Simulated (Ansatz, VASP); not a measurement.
# BaTiO3: VASP beside Ansatz

```
Ba Ti O
1.0
     3.97007    0.00000    0.00000
     0.00000    3.97007    0.00000
     0.00000    0.00000    3.97007
Ba Ti O
1 1 3
Direct
  0.50000 0.50000 0.50000
  0.00000 0.00000 0.00000
  0.50000 0.00000 0.00000
  0.00000 0.50000 0.00000
  0.00000 0.00000 0.50000
```

Alike in both runs: task single point; functional PBEsol; k mesh 4 × 4 × 4; no spin polarisation.

|  | VASP | Ansatz |
| --- | --- | --- |
| version | VASP 6.6.1 | Ansatz 0.2.0 |
| potentials or method | VASP PAW PBE potentials, release 64 (Ba_sv, Ti_sv, O_h), cutoff 1340 eV | plane waves, PAW |
| occupations | gaussian, width 0.01 eV | fixed |
| valence electrons in the cell | 40 | 40 |

|  | VASP | Ansatz | Ansatz less VASP |
| --- | --- | --- | --- |
| pressure (GPa) | 1.9 | 0.0 | -1.87 |

VASP's potentials were made for PBE, not for PBEsol.

Neither program's run includes spin-orbit coupling.
